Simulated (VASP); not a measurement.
# Pb in VASP: further runs

Runs on Pb. Level: PBE. Tasks: single point, relaxation of cell and atoms.

Everything below comes from runs of VASP 6.6.1. Logs are shortened: lines on timing, memory, paths and dates and some standing lists are left out, and cuts for length are marked.

## 1. The cell of the first run

It takes space group Cmcm (No. 63, orthorhombic). The conventional cell has a = 3.403 Å, b = 5.911 Å, c = 6.503 Å, α = 90.00°, β = 90.00°, γ = 90.00°. Within 4.5 Å of Pb (site symmetry m2m) lie 12 Pb at 3.40 to 3.83 Å.

## 2. Single point, PBE

Input file INCAR:

```
SYSTEM = Pb
PREC = Accurate
ENCUT = 520
EDIFF = 1E-7
ISMEAR = 0
SIGMA = 0.1
LREAL = .FALSE.
LASPH = .TRUE.
NELM = 60
ALGO = Normal
ISIF = 2
LWAVE = .FALSE.
LCHARG = .FALSE.
GGA = PE
NBANDS = 21
```

Input file KPOINTS:

```
regular mesh
0
G
  6 6 4
  0 0 0
```

Input file POSCAR:

```
Pb
1.0
    1.7012898925     -2.9556356333      0.0000000000
    1.7012898925      2.9556356333      0.0000000000
    0.0000000000      0.0000000000      6.5030279655
Pb
2
Direct
    0.3428896942      0.6571103058      0.2500000000
    0.6571103058      0.3428896942      0.7500000000
```

Potentials or basis: VASP PAW PBE potentials, release 64 (Pb_d).

The run is started by

```
$ cat potpaw_PBE.64/Pb_d/POTCAR > POTCAR
$ mpirun -np 1 vasp_std > vasp.out
```

OUTCAR:

```text
SYSTEM = Pb
   PREC = Accurate
   ENCUT = 520
   EDIFF = 1E-7
   ISMEAR = 0
   LREAL = .FALSE.
   LASPH = .TRUE.
   NELM = 60
   ISIF = 2
   GGA = PE

 ion  position               nearest neighbor table
   1  0.343  0.657  0.250-   2 3.74   2 3.74   2 3.83   2 3.83   2 3.83   2 3.83
   2  0.657  0.343  0.750-   1 3.74   1 3.74   1 3.83   1 3.83   1 3.83   1 3.83

  LATTYP: Found a base centered orthorhombic cell.
 ALAT       =     3.4025797850
 B/A-ratio  =     1.7372910086
 C/A-ratio  =     1.9112051374

  Lattice vectors:

 A1 = (   1.7012898925,  -2.9556356333,   0.0000000000)
 A2 = (   1.7012898925,   2.9556356333,   0.0000000000)
 A3 = (   0.0000000000,   0.0000000000,   6.5030279655)

Analysis of symmetry for initial positions (statically):
=====================================================================
 Subroutine PRICEL returns:
 Original cell was already a primitive cell.

 Routine SETGRP: Setting up the symmetry group for a
 base centered orthorhombic supercell.

 Subroutine GETGRP returns: Found  8 space group operations
 (whereof  4 operations were pure point group operations)
 out of a pool of  8 trial point group operations.

The static configuration has the point symmetry C_2h.
 The point group associated with its full space group is D_2h.

Analysis of symmetry for dynamics (positions and initial velocities):
=====================================================================
 Subroutine PRICEL returns:
 Original cell was already a primitive cell.

 Routine SETGRP: Setting up the symmetry group for a
 base centered orthorhombic supercell.

 Subroutine GETGRP returns: Found  8 space group operations
 (whereof  4 operations were pure point group operations)
 out of a pool of  8 trial point group operations.

The dynamic configuration has the point symmetry C_2h.
 The point group associated with its full space group is D_2h.

 Subroutine INISYM returns: Found  8 space group operations
 (whereof  4 operations are pure point group operations),
 and found     1 'primitive' translations

----------------------------------------------------------------------------------------

                                     Primitive cell

  volume of cell :      65.3996

  direct lattice vectors                    reciprocal lattice vectors
     1.701289892 -2.955635633  0.000000000     0.293894651 -0.169168349  0.000000000
     1.701289892  2.955635633  0.000000000     0.293894651  0.169168349  0.000000000
     0.000000000  0.000000000  6.503027966     0.000000000  0.000000000  0.153774519

  length of vectors
     3.410303402  3.410303402  6.503027966     0.339104698  0.339104698  0.153774519

  position of ions in fractional coordinates (direct lattice)
     0.342889694  0.657110306  0.250000000
     0.657110306  0.342889694  0.750000000

  ion indices of the primitive-cell ions
   primitive index   ion index
                 1           1
                 2           2

----------------------------------------------------------------------------------------

 KPOINTS: regular mesh

Automatic generation of k-mesh.
 Grid dimensions read from file:
 generate k-points for:    6    6    4

 Generating k-lattice:

  Cartesian coordinates                     Fractional coordinates (reciprocal lattice)
     0.048982442 -0.028194725  0.000000000     0.166666667  0.000000000  0.000000000
     0.048982442  0.028194725  0.000000000     0.000000000  0.166666667  0.000000000
     0.000000000  0.000000000  0.038443630     0.000000000  0.000000000  0.250000000

  Length of vectors
     0.056517450  0.056517450  0.038443630

  Shift w.r.t. Gamma in fractional coordinates (k-lattice)
     0.000000000  0.000000000  0.000000000

 Subroutine IBZKPT returns following result:
 ===========================================

 Found     39 irreducible k-points:

 Following reciprocal coordinates:
            Coordinates               Weight
  0.000000  0.000000  0.000000      1.000000
  0.166667 -0.000000  0.000000      4.000000
  0.333333 -0.000000  0.000000      4.000000
  0.500000 -0.000000  0.000000      2.000000
  0.166667  0.166667  0.000000      2.000000
  0.333333  0.166667  0.000000      4.000000
[... 16 lines left out ...]
  0.333333  0.333333  0.250000      4.000000
  0.500000  0.333333  0.250000      8.000000
 [... further k-points ...]
   k-points           NKPTS =     39   k-points in BZ     NKDIM =     39   number of bands    NBANDS=     21
   number of dos      NEDOS =    301   number of ions     NIONS =      2
   total plane-waves  NPLWV =  37632
   dimension x,y,z NGX =    28 NGY =   28 NGZ =   48
   dimension x,y,z NGXF=    56 NGYF=   56 NGZF=   96
   ions per type =               2
   NGX,Y,Z   is equivalent  to a cutoff of  13.65, 13.65, 12.27 a.u.
   NGXF,Y,Z  is equivalent  to a cutoff of  27.30, 27.30, 24.54 a.u.
 SYSTEM =  Pb
   PREC   = accura    normal or accurate (medium, high low for compatibility)
   ISTART =      0    job   : 0-new  1-cont  2-samecut
   ICHARG =      2    charge: 1-file 2-atom 10-const
   ISPIN  =      1    spin polarized calculation?
   LNONCOLLINEAR =      F non collinear calculations
   LSORBIT =      F    spin-orbit coupling
   LASPH  =      T    aspherical Exc in radial PAW
   ENCUT  =  520.0 eV  38.22 Ry    6.18 a.u.   6.34  6.34 12.09*2*pi/ulx,y,z
   NELM   =     60;   NELMIN=  2; NELMDL= -5     # of ELM steps
   EDIFF  = 0.1E-06   stopping-criterion for ELM
   LREAL  =      F    real-space projection
   EDIFFG = 0.1E-05   stopping-criterion for IOM
   NSW    =      0    number of steps for IOM
   IBRION =     -1    ionic relax: 0-MD 1-quasi-New 2-CG
   NFREE  =      0    steps in history (QN), initial steepest desc. (CG)
   ISIF   =      2    stress and relaxation
   ISYM   =      2    0-nonsym 1-usesym 2-fastsym
   POTIM  = 0.5000    time-step for ionic-motion
   TEBEG  =    0.0;   TEEND  =   0.0 temperature during run
   PSTRESS=    0.0 pullay stress
   NELECT =      28.0000    total number of electrons
   NUPDOWN=      -1.0000    fix difference up-down
   EMIN   =  10.00;   EMAX   =-10.00  energy-range for DOS
   EFERMI =   0.00;   METHOD = LEGACY
   ISMEAR =     0;   SIGMA  =   0.10  broadening in eV -4-tet -1-fermi 0-gaus
   EFERMI_NEDOS =   21; number of points for ismear=-14 and -15
   IALGO  =     38    algorithm
   IMIX   =      4    mixing-type and parameters
     AMIX     =   0.40;   BMIX     =  1.00
     AMIX_MAG =   1.60;   BMIX_MAG =  1.00
  volume/ion in A,a.u.               =      32.70       220.67
  Fermi-wavevector in a.u.,A,eV,Ry     =   1.233870  2.331675 20.713971  1.522434
  Thomas-Fermi vector in A             =   2.368582
   LORBIT       =      0    0 simple, 1 ext, 2 COOP (PROOUT), +10 PAW based schemes
   GGA     = PE    functional components
   LHFCALC =     F    Hartree Fock is set to
   AEXX    =    0.0000 exact exchange contribution
   IVDW    =     0    specifies the selected vdW correction
   LEPSILON=     F    determine dielectric tensor
   LRPA    =     F    only Hartree local field effects (RPA)
 non-spin polarized calculation
 Gauss-broadening in eV      SIGMA  =   0.10
  energy-cutoff  :      520.00
  volume of cell :       65.40
 maximum number of plane-waves:      1781
 NGX is ok and might be reduce to    28

 number of electron      28.0000003 magnetization

 Free energy of the ion-electron system (eV)
  ---------------------------------------------------
  ext. energy  EPLUGINS =         0.00000000
  ---------------------------------------------------
  free energy    TOTEN  =        -7.04019443 eV

  energy without entropy =       -7.03601003  energy(sigma->0) =       -7.03810223

 E-fermi :   6.4952     XC(G=0):  -9.8109

 val. band max:        6.4552977134   @ k =   0.5000   0.5000   0.0000
 cond. band min:       6.5066665335   @ k =   0.1667   0.1667   0.5000
 fundamental gap:      0.0513688201
 Fermi energy:         6.4952051986

 k-point     1 :       0.0000    0.0000    0.0000
  band No.  band energies     occupation
      1     -10.6625      2.00000
      2     -10.6368      2.00000
      3     -10.6063      2.00000
      4     -10.5996      2.00000
      5     -10.5965      2.00000
      6     -10.5936      2.00000
[... 13 lines left out ...]
     20      16.4650      0.00000
     21      16.5444      0.00000

 k-point     2 :       0.1667   -0.0000    0.0000
  band No.  band energies     occupation
      1     -10.6554      2.00000
      2     -10.6274      2.00000
      3     -10.5901      2.00000
      4     -10.5493      2.00000
      5     -10.5288      2.00000
      6     -10.5216      2.00000
[... 13 lines left out ...]
     20      15.1664      0.00000
     21      15.9435      0.00000

 k-point     3 :       0.3333   -0.0000    0.0000
  band No.  band energies     occupation
      1     -10.7208      2.00000
      2     -10.6761      2.00000
      3     -10.5671      2.00000
      4     -10.4979      2.00000
      5     -10.4836      2.00000
      6     -10.4827      2.00000
[... 13 lines left out ...]
     20      14.1822      0.00000
     21      15.7739      0.00000

 k-point     4 :       0.5000   -0.0000    0.0000
  band No.  band energies     occupation
      1     -10.7543      2.00000
      2     -10.7038      2.00000
      3     -10.6139      2.00000
      4     -10.5314      2.00000
      5     -10.4976      2.00000
      6     -10.4288      2.00000
[... 13 lines left out ...]
     20      14.6417      0.00000
     21      16.0128      0.00000

 k-point     5 :       0.1667    0.1667    0.0000
  band No.  band energies     occupation
      1     -10.6270      2.00000
      2     -10.6179      2.00000
      3     -10.5551      2.00000
      4     -10.5535      2.00000
      5     -10.5258      2.00000
      6     -10.5110      2.00000
[... 13 lines left out ...]
     20      15.0531      0.00000
     21      15.6112      0.00000
[... 382 lines left out ...]
     20      15.2966      0.00000
     21      17.3170      0.00000

 k-point    22 :      -0.1667    0.1667    0.2500
  band No.  band energies     occupation
      1     -10.6571      2.00000
      2     -10.6355      2.00000
      3     -10.5830      2.00000
      4     -10.5635      2.00000
      5     -10.5269      2.00000
      6     -10.5223      2.00000
[... 13 lines left out ...]
     20      16.1890      0.00000
     21      16.5838      0.00000

 k-point    23 :       0.3333    0.3333    0.2500
  band No.  band energies     occupation
      1     -10.5717      2.00000
      2     -10.5498      2.00000
      3     -10.5472      2.00000
      4     -10.4809      2.00000
      5     -10.4769      2.00000
      6     -10.4754      2.00000
[... 13 lines left out ...]
     20      15.4345      0.00000
     21      15.6201      0.00000

 k-point    24 :       0.5000    0.3333    0.2500
  band No.  band energies     occupation
      1     -10.6578      2.00000
      2     -10.6237      2.00000
      3     -10.5901      2.00000
      4     -10.5510      2.00000
      5     -10.4986      2.00000
      6     -10.4342      2.00000
[... 13 lines left out ...]
     20      14.4440      0.00000
     21      16.2778      0.00000

 [... further k-points ...]
[... 5 lines left out ...]
  --------------------------------------------------------------------------------------
  -------------------------------------------------------------------------------------
  Total        0.0316878      0.0081087     -0.0433822      0.0000000      0.0000000      0.0000000
  in kB        0.7762975      0.1986496     -1.0627897      0.0000000      0.0000000      0.0000000
  external PRESSURE =      -0.0292809 kB  Pullay stress =       0.0000000 kB

 VOLUME and BASIS-vectors are now :
 -----------------------------------------------------------------------------
  energy-cutoff  :      520.00
  volume of cell :       65.40
      direct lattice vectors                 reciprocal lattice vectors
     1.701289892 -2.955635633  0.000000000     0.293894651 -0.169168349  0.000000000
     1.701289892  2.955635633  0.000000000     0.293894651  0.169168349  0.000000000
     0.000000000  0.000000000  6.503027966     0.000000000  0.000000000  0.153774519

 POSITION                                       TOTAL-FORCE (eV/Angst)
 -----------------------------------------------------------------------------------
      1.70129      0.92872      1.62576         0.000000      0.013570     -0.000000
      1.70129     -0.92872      4.87727         0.000000     -0.013570      0.000000
 -----------------------------------------------------------------------------------
    total drift:                                0.000000     -0.000000      0.000000

  FREE ENERGIE OF THE ION-ELECTRON SYSTEM (eV)
  ---------------------------------------------------
  free  energy   TOTEN  =        -7.0401944320 eV

  energy  without entropy=       -7.0360100289  energy(sigma->0) =       -7.03810223
```

Wall time 45 s (1 thread of Intel Xeon Platinum 8375C at 2.90GHz (Ice Lake), shared host); peak memory 0.2 GiB.

Results:

| Property | Result |
| --- | --- |
| Free energy | -7.0402 eV |
| Pressure | 0.0 GPa |
| Largest force | 0.014 eV/Å |
| Band gap on the k mesh | zero (band 14 reaches 10.72 eV, above the bottom of band 15 at 4.98 eV) |

Forces in eV/Å, atoms in the order of the input:
```
Pb   0.000  0.014  0.000
Pb   0.000 -0.014  0.000
```

Levels at points of the mesh, in eV from the Fermi level:
```
           k point  band 10  band 11  band 12  band 13  band 14  band 15  band 16  band 17  band 18  band 19
(0.00, 0.00, 0.00)   -16.87   -11.37    -9.28    -4.09     4.22     6.71     6.96     7.84     7.99     8.06
(0.50, 0.00, 0.00)   -16.78    -7.79    -6.90    -3.37    -2.31    -0.29     1.81     3.07     5.12     7.04
(0.50, 0.50, 0.00)   -16.78    -7.69    -7.11    -3.19    -2.44    -0.04     1.36     3.12     5.21     7.05
(0.00, 0.00, 0.50)   -16.90   -10.58   -10.58    -0.83    -0.83     7.33     7.33     7.38     7.38    10.18
(0.50, 0.00, 0.50)   -16.79    -7.31    -7.31    -3.44    -3.44     2.38     2.38     3.93     3.93     6.16
(0.50, 0.50, 0.50)   -16.79    -7.32    -7.32    -3.50    -3.50     2.43     2.43     3.99     3.99     6.13
```

Caveat: spin-orbit coupling is left out, which moves the levels of the heavy elements.

## 3. Relaxation of cell and atoms, PBE

This run uses another cell than the first one: it holds 4 atoms, not 2.

Input file INCAR:

```
SYSTEM = Pb
PREC = Accurate
ENCUT = 600
EDIFF = 1E-6
ISMEAR = 0
SIGMA = 0.1
LREAL = .False.
LASPH = .True.
NELM = 80
ALGO = Fast
ISIF = 3
LWAVE = .False.
LCHARG = .False.
GGA = PE
IBRION = 2
NSW = 100
EDIFFG = -0.01
```

Input file KPOINTS:

```
Automatic mesh
0
Gamma
  15 15 4
  0 0 0
```

Input file POSCAR:

```
Pb
1.0
    3.5243661423      0.0000000000      0.0000000000
   -1.7621830711      3.0521906115      0.0000000000
    0.0000000000      0.0000000000     11.4952418100
Pb
4
Direct
    0.0000000000      0.0000000000      0.0000000000
    0.3333333300      0.6666666700      0.2500000000
    0.0000000000      0.0000000000      0.5000000000
    0.6666666700      0.3333333300      0.7500000000
```

Potentials or basis: VASP PAW PBE potentials, release 64 (Pb_d).

The run is started by

```
$ cat potpaw_PBE.64/Pb_d/POTCAR > POTCAR
$ mpirun -np 1 vasp_std > vasp.out
```

Run time: 16 min. Hardware: 1 thread of Intel Xeon Platinum 8259CL at 2.50GHz (Skylake/Cascade Lake), shared host; peak memory 0.47 GiB.

It converged, with:

* Free energy: -14.2444 eV
* Relaxed volume: 31.93 Å³/atom
* Relaxed cell: a = 3.560 Å, b = 3.560 Å, c = 11.635 Å, α = 90.00°, β = 90.00°, γ = 120.00°
* Space group after relaxing (to 0.05 Å): P6_3/mmc (No. 194)
* Energy gained by relaxing: 4.3 meV/atom
* Ionic steps: 3
* Pressure after relaxing: 0.0 GPa
* Band gap on the k mesh: zero (band 28 reaches 12.07 eV, above the bottom of band 29 at 4.77 eV)

Step by step:
```tsv
step	energy change (eV)	largest force (eV/Å)	pressure (GPa)	volume (Å³)
1	0.0000	0.0000	1.34	123.65
2	-0.0168	0.0000	-0.22	128.36
3	-0.0173	0.0000	0.01	127.71
```

Final structure:
```yaml
crystal:
  lattice:
    - [3.56008, 0.00000, 0.00000]
    - [-1.78004, 3.08312, 0.00000]
    - [0.00000, 0.00000, 11.63498]
  atoms:
    - { symbol: Pb, position: [0.00000, 0.00000, 0.00000] }
    - { symbol: Pb, position: [0.33333, 0.66667, 0.25000] }
    - { symbol: Pb, position: [0.00000, 0.00000, 0.50000] }
    - { symbol: Pb, position: [0.66667, 0.33333, 0.75000] }
```

Levels at points of the mesh, in eV from the Fermi level:
```csv
k point,band 26,band 27,band 28,band 29,band 30,band 31
"(0.00, 0.00, 0.00)",0.67,0.67,5.31,5.31,6.05,6.05
"(0.00, 0.00, 0.50)",-2.42,4.35,4.35,5.52,5.52,5.52
```

Caveat: spin-orbit coupling is left out, which moves the levels of the heavy elements.

[end of part 1 of 2]
